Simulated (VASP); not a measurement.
# TiCl2F (P-6m2) in VASP: a series of runs

TiCl2F is run at these levels: PBE; tasks: single point, relaxation of cell and atoms.

Program: VASP 6.6.1. These are calculated values, not measurements. Logs are shortened: lines on timing, memory, paths and dates and some standing lists are left out, and cuts for length are marked.

### 1 The cell of the first run

The structure is hexagonal, space group P-6m2 (No. 187). The conventional cell has a = 4.561 Å, b = 4.561 Å, c = 4.409 Å, α = 90.00°, β = 90.00°, γ = 120.00°. Ti (site symmetry -6m2) has 9 Cl at 2.63 to 3.43 Å and 3 F at 2.63 Å within 3.5 Å. Within 2.9 Å of Cl (site symmetry -6m2) lie 2 F at 2.20 Å. Cl (site symmetry -6m2) has 3 Ti at 2.63 Å and 3 F at 2.63 Å and 6 Cl at 3.43 Å within 3.5 Å. Within 2.9 Å of F (site symmetry -6m2) lie 5 Cl at 2.20 to 2.63 Å and 3 Ti at 2.63 Å.

The cell was built from a structure type or drawn by symmetry, and may not be a known phase.

### 2 Single point, PBE, collinear spin

INCAR reads:

```
ALGO = Normal
EDIFF = 1E-7
ENCUT = 520
GGA = PE
ISIF = 2
ISMEAR = 0
ISPIN = 2
LASPH = T
LCHARG = T
LELF = T
LMAXMIX = 4
LORBIT = 11
LREAL = F
LVHAR = T
LWAVE = F
MAGMOM = 1 0 0 0
NBANDS = 28
NELM = 150
PREC = Accurate
SIGMA = 0.1
```

KPOINTS reads:

```
k-points
0
Gamma
  6 6 4
```

POSCAR reads:

```
TiCl2F
1.0
    4.5607790500      0.0000000000      0.0000000000
   -2.2803895200      3.9497505200      0.0000000000
    0.0000000000      0.0000000000      4.4088543000
Ti Cl F
1 2 1
Direct
    0.0000000000      0.0000000000      0.0000000000
    0.6666666700      0.3333333300      0.5000000000
    0.3333333300      0.6666666700      0.0000000000
    0.6666666700      0.3333333300      0.0000000000
```

Potentials or basis: VASP PAW PBE potentials, release 64 (Ti_sv, Cl, F).

The run is started by

```
$ cat potpaw_PBE.64/Ti_sv/POTCAR potpaw_PBE.64/Cl/POTCAR potpaw_PBE.64/F/POTCAR > POTCAR
$ mpirun -np 1 vasp_std > vasp.out
```

OUTCAR:

```text
EDIFF = 1E-7
   ENCUT = 520
   GGA = PE
   ISIF = 2
   ISMEAR = 0
   ISPIN = 2
   LASPH = T
   LORBIT = 11
   LREAL = F
   NELM = 150
   PREC = Accurate

 ion  position               nearest neighbor table
   1  0.000  0.000  0.000-   3 2.63   3 2.63   3 2.63
   2  0.667  0.333  0.500-   4 2.20   4 2.20
   3  0.333  0.667  0.000-   1 2.63   1 2.63   1 2.63
   4  0.667  0.333  0.000-   2 2.20   2 2.20

  LATTYP: Found a hexagonal cell.
 ALAT       =     4.5607790500
 C/A-ratio  =     0.9666888599

  Lattice vectors:

 A1 = (   4.5607790500,   0.0000000000,   0.0000000000)
 A2 = (  -2.2803895200,   3.9497505200,   0.0000000000)
 A3 = (   0.0000000000,   0.0000000000,   4.4088543000)

Analysis of symmetry for initial positions (statically):
=====================================================================
 Subroutine PRICEL returns:
 Original cell was already a primitive cell.

 Routine SETGRP: Setting up the symmetry group for a
 hexagonal supercell.

 Subroutine GETGRP returns: Found 12 space group operations
 (whereof 12 operations were pure point group operations)
 out of a pool of 24 trial point group operations.

The static configuration has the point symmetry D_3h.

Analysis of symmetry for dynamics (positions and initial velocities):
=====================================================================
 Subroutine PRICEL returns:
 Original cell was already a primitive cell.

 Routine SETGRP: Setting up the symmetry group for a
 hexagonal supercell.

 Subroutine GETGRP returns: Found 12 space group operations
 (whereof 12 operations were pure point group operations)
 out of a pool of 24 trial point group operations.

The dynamic configuration has the point symmetry D_3h.

Analysis of structural, dynamic, and magnetic symmetry:
=====================================================================
 Subroutine PRICEL returns:
 Original cell was already a primitive cell.

 Routine SETGRP: Setting up the symmetry group for a
 hexagonal supercell.

 Subroutine GETGRP returns: Found 12 space group operations
 (whereof 12 operations were pure point group operations)
 out of a pool of 24 trial point group operations.

The overall configuration has the point symmetry D_3h.

 Subroutine INISYM returns: Found 12 space group operations
 (whereof 12 operations are pure point group operations),
 and found     1 'primitive' translations

----------------------------------------------------------------------------------------

                                     Primitive cell

  volume of cell :      79.4208

  direct lattice vectors                    reciprocal lattice vectors
     4.560779050  0.000000000  0.000000000     0.219260786  0.126590274  0.000000000
    -2.280389520  3.949750520  0.000000000     0.000000000  0.253180548  0.000000000
     0.000000000  0.000000000  4.408854300     0.000000000  0.000000000  0.226816296

  length of vectors
     4.560779050  4.560779049  4.408854300     0.253180548  0.253180548  0.226816296

  position of ions in fractional coordinates (direct lattice)
     0.000000000  0.000000000  0.000000000
     0.666666670  0.333333330  0.500000000
     0.333333330  0.666666670  0.000000000
     0.666666670  0.333333330  0.000000000

  ion indices of the primitive-cell ions
   primitive index   ion index
                 1           1
                 2           2
                 3           3
                 4           4

----------------------------------------------------------------------------------------

 KPOINTS: k-points

Automatic generation of k-mesh.
 Grid dimensions read from file:
 generate k-points for:    6    6    4

 Generating k-lattice:

  Cartesian coordinates                     Fractional coordinates (reciprocal lattice)
     0.036543464  0.021098379  0.000000000     0.166666667  0.000000000  0.000000000
     0.000000000  0.042196758  0.000000000     0.000000000  0.166666667  0.000000000
     0.000000000  0.000000000  0.056704074     0.000000000  0.000000000  0.250000000

  Length of vectors
     0.042196758  0.042196758  0.056704074

  Shift w.r.t. Gamma in fractional coordinates (k-lattice)
     0.000000000  0.000000000  0.000000000

 Subroutine IBZKPT returns following result:
 ===========================================

 Found     21 irreducible k-points:

 Following reciprocal coordinates:
            Coordinates               Weight
  0.000000  0.000000  0.000000      1.000000
  0.166667  0.000000  0.000000      6.000000
  0.333333  0.000000  0.000000      6.000000
  0.500000 -0.000000  0.000000      3.000000
  0.166667  0.166667  0.000000      6.000000
  0.333333  0.166667  0.000000     12.000000
[... 13 lines left out ...]
  0.333333  0.166667  0.500000     12.000000
  0.333333  0.333333  0.500000      2.000000
   k-points           NKPTS =     21   k-points in BZ     NKDIM =     21   number of bands    NBANDS=     28
   number of dos      NEDOS =    301   number of ions     NIONS =      4
[... 26 lines left out ...]
   PSTRESS=    0.0 pullay stress
   NELECT =      33.0000    total number of electrons
   NUPDOWN=      -1.0000    fix difference up-down
   EMIN   =  10.00;   EMAX   =-10.00  energy-range for DOS
   EFERMI =   0.00;   METHOD = LEGACY
   ISMEAR =     0;   SIGMA  =   0.10  broadening in eV -4-tet -1-fermi 0-gaus
   EFERMI_NEDOS =   21; number of points for ismear=-14 and -15
   IALGO  =     38    algorithm
   IMIX   =      4    mixing-type and parameters
     AMIX     =   0.40;   BMIX     =  1.00
     AMIX_MAG =   1.60;   BMIX_MAG =  1.00
  volume/ion in A,a.u.               =      19.86       133.99
  Fermi-wavevector in a.u.,A,eV,Ry     =   1.221616  2.308519 20.304591  1.492345
  Thomas-Fermi vector in A             =   2.356792
   LORBIT       =     11    0 simple, 1 ext, 2 COOP (PROOUT), +10 PAW based schemes
   GGA     = PE    functional components
   LHFCALC =     F    Hartree Fock is set to
   AEXX    =    0.0000 exact exchange contribution
   IVDW    =     0    specifies the selected vdW correction
   LEPSILON=     F    determine dielectric tensor
   LRPA    =     F    only Hartree local field effects (RPA)
 spin polarized calculation
 Gauss-broadening in eV      SIGMA  =   0.10
  energy-cutoff  :      520.00
  volume of cell :       79.42
 maximum number of plane-waves:      2164
 NGX is ok and might be reduce to    36
   NGX = 17   NGY = 17   NGZ = 17

 number of electron      32.9999993 magnetization       1.5016995

 Free energy of the ion-electron system (eV)
  ---------------------------------------------------
  ext. energy  EPLUGINS =         0.00000000
  ---------------------------------------------------
  free energy    TOTEN  =       -16.27181217 eV

  energy without entropy =      -16.25169280  energy(sigma->0) =      -16.26175249

 E-fermi :   3.5906     XC(G=0):  -9.1947

 val. band max:        3.5857979344   @ k =   0.3333   0.0000   0.2500
 cond. band min:       3.6032273209   @ k =   0.1667   0.1667   0.5000
 fundamental gap:      0.0174293865
 Fermi energy:         3.5906217099

 spin component 1

 k-point     1 :       0.0000    0.0000    0.0000
  band No.  band energies     occupation
      1     -54.9344      1.00000
      2     -31.1878      1.00000
      3     -31.1878      1.00000
      4     -31.1514      1.00000
      5     -19.5225      1.00000
      6     -12.0926      1.00000
[... 20 lines left out ...]
     27      13.2017      0.00000
[... 597 lines left out ...]
      5     -19.4243      1.00000
      6     -12.0738      1.00000
[... 20 lines left out ...]
     27      14.6425      0.00000
     28      14.9213      0.00000
 Fermi energy:         3.5906217099

 spin component 2

 k-point     1 :       0.0000    0.0000    0.0000
  band No.  band energies     occupation
      1     -53.5100      1.00000
      2     -29.9799      1.00000
      3     -29.9799      1.00000
      4     -29.2962      1.00000
      5     -19.6117      1.00000
      6     -12.1381      1.00000
[... 20 lines left out ...]
     27      13.2433      0.00000
[... 598 lines left out ...]
      6     -12.1196      1.00000
[... 20 lines left out ...]
     27      14.6545      0.00000
     28      15.3502      0.00000

------------------------ aborting loop because EDIFF is reached ----------------------------------------

  FORCE on cell =-STRESS in cart. coord.  units (eV):
  Direction    XX          YY          ZZ          XY          YZ          ZX
  --------------------------------------------------------------------------------------
  -------------------------------------------------------------------------------------
  Total       -4.6786387     -4.6786387      8.6291934     -0.0000000     -0.0000000      0.0000000
  in kB      -94.3834068    -94.3834069    174.0789827     -0.0000001     -0.0000000      0.0000000
  external PRESSURE =      -4.8959436 kB  Pullay stress =       0.0000000 kB

 VOLUME and BASIS-vectors are now :
 -----------------------------------------------------------------------------
  energy-cutoff  :      520.00
  volume of cell :       79.42
      direct lattice vectors                 reciprocal lattice vectors
     4.560779050  0.000000000  0.000000000     0.219260786  0.126590274  0.000000000
    -2.280389520  3.949750520  0.000000000     0.000000000  0.253180548  0.000000000
     0.000000000  0.000000000  4.408854300     0.000000000  0.000000000  0.226816296

 POSITION                                       TOTAL-FORCE (eV/Angst)
 -----------------------------------------------------------------------------------
      0.00000      0.00000      0.00000         0.000000      0.000000      0.000000
      2.28039      1.31658      2.20443         0.000000     -0.000000      0.000000
     -0.00000      2.63317      0.00000         0.000000     -0.000000      0.000000
      2.28039      1.31658      0.00000        -0.000000      0.000000      0.000000
 -----------------------------------------------------------------------------------
    total drift:                               -0.000049      0.000028     -0.000000

  FREE ENERGIE OF THE ION-ELECTRON SYSTEM (eV)
  ---------------------------------------------------
  free  energy   TOTEN  =       -16.2718121727 eV

  energy  without entropy=      -16.2516927973  energy(sigma->0) =      -16.26175249

 total charge

# of ion       s       p       d       tot
------------------------------------------
    1        2.074   6.000   1.814   9.888
    2        1.628   3.399   0.000   5.028
    3        1.602   3.512   0.000   5.114
    4        1.767   4.258   0.000   6.025
--------------------------------------------------
tot          7.072  17.170   1.814  26.055

 magnetization (x)

# of ion       s       p       d       tot
------------------------------------------
    1        0.010   0.006   1.418   1.433
    2       -0.001  -0.079   0.000  -0.080
    3       -0.002  -0.047   0.000  -0.048
    4       -0.000  -0.047   0.000  -0.048
--------------------------------------------------
tot          0.007  -0.167   1.418   1.257
```

Run time: 2.3 min. Hardware: 1 thread of AMD EPYC 9R14 (Zen 4), shared host; peak memory 0.26 GiB.

What came out:

```yaml
Free_energy: -16.2718 eV
Pressure: -0.5 GPa
Net_moment: 1.50 μB per cell
Site_moments: Ti +1.43; Cl -0.08, -0.05; F -0.05 μB
Valence_electrons_inside_the_program's_atomic_spheres: Ti 9.89; Cl 5.03, 5.11; F 6.03
```

Caveat: semilocal functionals often make such compounds metallic where correlation or magnetic order opens a gap, which also shifts bond lengths.

### 3 Single point, PBE, collinear spin

This run uses another cell than the first one, of 20.64 Å³/atom.

INCAR reads:

```
SYSTEM = TiCl2F
PREC = Accurate
ENCUT = 520
EDIFF = 1E-6
ISMEAR = 0
SIGMA = 0.1
LREAL = .False.
LASPH = .True.
NELM = 150
ALGO = Normal
ISIF = 2
LWAVE = .False.
LCHARG = .True.
ISPIN = 2
MAGMOM = 1 0 0 0
LORBIT = 11
LMAXMIX = 4
GGA = PE
LELF = .True.
LVHAR = .True.
NBANDS = 28
```

KPOINTS reads:

```
Automatic mesh
0
Gamma
  6 6 4
  0 0 0
```

POSCAR reads:

```
TiCl2F
1.0
    4.1451655036     -0.0000000026      0.0000000000
   -2.0725827495      3.5898186303      0.0000000000
    0.0000000000      0.0000000000      5.5485451904
Ti Cl F
1 2 1
Direct
    0.0000000000      0.0000000000      0.0000000000
    0.6666666667      0.3333333333      0.5000000000
    0.3333333333      0.6666666667      0.0000000000
    0.6666666667      0.3333333333      0.0000000000
```

Potentials or basis: VASP PAW PBE potentials, release 64 (Ti_sv, Cl, F).

The run is started by

```
$ cat potpaw_PBE.64/Ti_sv/POTCAR potpaw_PBE.64/Cl/POTCAR potpaw_PBE.64/F/POTCAR > POTCAR
$ mpirun -np 1 vasp_std > vasp.out
```

Run time: 76 s. Hardware: 1 thread of AMD EPYC 9R14 (Zen 4), shared host; peak memory 0.23 GiB.

It converged, with:

- Free energy: -17.7598 eV
- Pressure: -0.1 GPa
- Band gap on the k mesh: zero (filled and empty bands overlap)
- Net moment: 1.00 μB per cell
- Site moments: Ti +1.02; Cl -0.08, -0.06; F -0.02 μB
- Valence electrons inside the program's atomic spheres: Ti 9.93; Cl 5.06, 5.15; F 6.07

Stress tensor (GPa, compression positive):
```
-0.09  0.00  0.00
 0.00 -0.09  0.00
 0.00  0.00  0.00
```

Levels at points of the mesh, in eV from the Fermi level:
Spin up:
```
           k point  band 15  band 16  band 17  band 18  band 19  band 20
(0.00, 0.00, 0.00)    -0.41    -0.26    -0.26    -0.23     0.31     2.32
(0.50, 0.00, 0.00)    -0.63    -0.40    -0.20     0.32     0.60     0.86
(0.00, 0.00, 0.50)    -0.62    -0.62    -0.09    -0.09     0.75     2.32
(0.50, 0.00, 0.50)    -1.05    -1.00     0.03     0.41     0.53     0.63
```
Spin down:
```csv
k point,band 12,band 13,band 14,band 15,band 16,band 17,band 18,band 19,band 20,band 21
"(0.00, 0.00, 0.00)",-3.21,-2.88,-0.49,-0.49,-0.34,0.85,1.25,1.25,2.90,2.90
"(0.50, 0.00, 0.00)",-3.38,-3.29,-1.73,-0.71,-0.29,0.92,1.06,1.40,2.00,2.39
"(0.00, 0.00, 0.50)",-3.20,-2.87,-1.55,-0.57,-0.57,1.24,1.28,1.28,2.90,2.90
"(0.50, 0.00, 0.50)",-3.42,-3.29,-1.36,-1.08,-0.89,0.99,1.21,1.28,1.93,2.37
```

Caveat: semilocal functionals often make such compounds metallic where correlation or magnetic order opens a gap, which also shifts bond lengths.

### 4 Relaxation of cell and atoms, PBE, collinear spin

INCAR reads:

```
PREC     = Accurate       # precision mode
ENCUT    = 600            # plane-wave cutoff, eV
EDIFF    = 1E-7           # SCF threshold, eV
ISMEAR   = 0              # smearing method
SIGMA    = 0.1            # smearing width, eV
LREAL    = F              # projectors in reciprocal space
LASPH    = T              # aspherical terms in the spheres
NELM     = 150            # most SCF steps
ALGO     = Normal         # electronic algorithm
ISIF     = 3              # what is computed and relaxed
LWAVE    = F              # write WAVECAR
LCHARG   = F              # write CHGCAR
ISPIN    = 2              # spin polarisation
MAGMOM   = 1 0 0 0        # initial moments
LORBIT   = 11             # projections on sites
LMAXMIX  = 4              # l up to which the mixer works
GGA      = PE             # functional
IBRION   = 2              # ionic algorithm
NSW      = 90             # ionic steps
EDIFFG   = -0.04          # ionic threshold
```

KPOINTS reads:

```
Automatic mesh
0
Gamma
  6 6 4
```

POSCAR reads:

```
TiCl2F
1.0
    4.5607790500      0.0000000000      0.0000000000
   -2.2803895200      3.9497505200      0.0000000000
    0.0000000000      0.0000000000      4.4088543000
Ti Cl F
1 2 1
Direct
    0.0000000000      0.0000000000      0.0000000000
    0.6666666700      0.3333333300      0.5000000000
    0.3333333300      0.6666666700      0.0000000000
    0.6666666700      0.3333333300      0.0000000000
```

The run is started by

```
$ cat potpaw_PBE.64/Ti_sv/POTCAR potpaw_PBE.64/Cl/POTCAR potpaw_PBE.64/F/POTCAR > POTCAR
$ mpirun -np 1 vasp_std > vasp.out
```

It took 8.6 min on 1 thread of AMD EPYC 9R14 (Zen 4), shared host; peak memory 0.26 GiB.

Results (log left out):

* Free energy: -17.7358 eV
* Relaxed volume: 20.40 Å³/atom
* Relaxed cell: a = 4.143 Å, b = 4.143 Å, c = 5.489 Å, α = 90.00°, β = 90.00°, γ = 120.00°
* Space group after relaxing (to 0.1 Å): P-6m2 (No. 187)
* Energy gained by relaxing: 365.5 meV/atom
* Ionic steps: 10
* Pressure after relaxing: 0.0 GPa
* Band gap on the k mesh: zero (filled and empty bands overlap)
* Net moment: 1.00 μB per cell
* Site moments: Ti +1.02; Cl -0.08, -0.06; F -0.02 μB
* Valence electrons inside the program's atomic spheres: Ti 9.93; Cl 5.06, 5.15; F 6.08

Stress tensor (GPa, compression positive):
```
-0.01  0.00  0.00
 0.00 -0.01  0.00
 0.00  0.00 -0.11
```

Step by step:
```
step  energy change (eV)  largest force (eV/Å)  pressure (GPa)  volume (Å³)
   1              0.0000                0.0000           -0.46        79.42
   2             -1.0438                0.0000           -0.08        78.11
   3             -1.2420                0.0000            8.13        74.69
   4             -1.3873                0.0000            2.95        76.42
   5             -1.3959                0.0000            3.88        76.04
   6             -1.3941                0.0000            4.16        75.93
   7             -1.4599                0.0000           -0.71        82.40
   8             -1.4617                0.0000           -0.10        81.43
   9             -1.4616                0.0000           -0.17        81.54
  10             -1.4622                0.0000           -0.04        81.59
```

Final structure:
```xyz
4
Lattice="4.1429 0.0000 0.0000 -2.0714 3.5878 0.0000 0.0000 0.0000 5.4889" Properties=species:S:1:pos:R:3 pbc="T T T"
Ti    0.0000    0.0000    0.0000
Cl    2.0714    1.1959    2.7445
Cl    0.0000    2.3919    5.4889
F     2.0714    1.1959    0.0000
```

Levels at points of the mesh, in eV from the Fermi level:
Spin up:
```csv
k point,band 14,band 15,band 16,band 17,band 18,band 19,band 20,band 21
"(0.00, 0.00, 0.00)",-0.48,-0.48,-0.26,-0.26,-0.20,0.30,2.33,2.33
"(0.50, 0.00, 0.00)",-1.79,-0.70,-0.40,-0.18,0.33,0.60,0.87,1.93
"(0.00, 0.00, 0.50)",-1.57,-0.69,-0.69,-0.10,-0.10,0.76,2.33,2.33
"(0.50, 0.00, 0.50)",-1.36,-1.12,-1.04,0.03,0.42,0.54,0.64,1.91
```
Spin down:
```tsv
k point	band 14	band 15	band 16	band 17	band 18	band 19
(0.00, 0.00, 0.00)	-0.55	-0.55	-0.32	0.84	1.25	1.25
(0.50, 0.00, 0.00)	-1.80	-0.77	-0.28	0.92	1.06	1.40
(0.00, 0.00, 0.50)	-1.60	-0.63	-0.63	1.24	1.28	1.28
(0.50, 0.00, 0.50)	-1.41	-1.14	-0.97	0.99	1.20	1.29
```

Caveat: a cell axis changed by over 15 % at a fixed basis, so the end point is rough; semilocal functionals often make such compounds metallic where correlation or magnetic order opens a gap, which also shifts bond lengths.

### 5 Overview

| task | cell | cutoff (eV) | gap on the mesh (eV) | pressure (GPa) | moment (μB) |
| --- | --- | --- | --- | --- | --- |
| single point | a = 4.561, b = 4.561, c = 4.409 Å, angles 90.0, 90.0, 120.0°, 4 atoms | 520 | none | -0.5 | 1.50 |
| single point | a = 4.145, b = 4.145, c = 5.549 Å, angles 90.0, 90.0, 120.0°, 4 atoms | 520 | none | -0.1 | 1.00 |
| relaxation of cell and atoms | relaxed from a = 4.561, b = 4.561, c = 4.409 Å, angles 90.0, 90.0, 120.0°, 4 atoms | 600 | none | 0.0 | 1.00 |

Alike in all rows: level PBE; potentials or basis VASP PAW PBE potentials, release 64 (Ti_sv, Cl, F); spin collinear; k mesh 6 × 6 × 4; smearing gaussian 0.1 eV.

Caveats: semilocal functionals often make such compounds metallic where correlation or magnetic order opens a gap, which also shifts bond lengths; a cell axis changed by over 15 % at a fixed basis, so the end point is rough (at least some runs).

Total energies depend on the potentials used, so only differences within one code and one set of settings carry meaning.
